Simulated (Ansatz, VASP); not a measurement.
## One calculation of LiCl, two programs

```
Li Cl
1.0
     0.00000    2.48190    2.61348
     2.48190    0.00000    2.61348
     2.48190    2.48190    0.00000
Li Cl
1 1
Direct
  0.00000 0.00000 0.00000
  0.50000 0.50000 0.50000
```

Change from the starting cell: epitaxial_xy strain -2.9%.

Alike in both runs: task single point; functional PBE; k mesh 8 × 8 × 8; occupations fermi-dirac, width 0.02 eV; no spin polarisation.

|  | VASP | Ansatz |
| --- | --- | --- |
| version | VASP 6.6.1 | Ansatz 0.2.0 |
| potentials or method | VASP PAW PBE potentials, release 64 (Li_sv, Cl) | plane waves, PAW |
| plane-wave cutoff (eV) | 520 | 420 |
| valence electrons in the cell | 10 | 10 |

VASP gave:

```
gap on the k mesh at the Fermi level (eV) : 6.54
```

**Question.** What did Ansatz give for the same quantities?

**Answer.** gap on the k mesh at the Fermi level (eV): 6.53.

Noted on VASP's run: the cutoff is short for stress, so the pressure is rough.
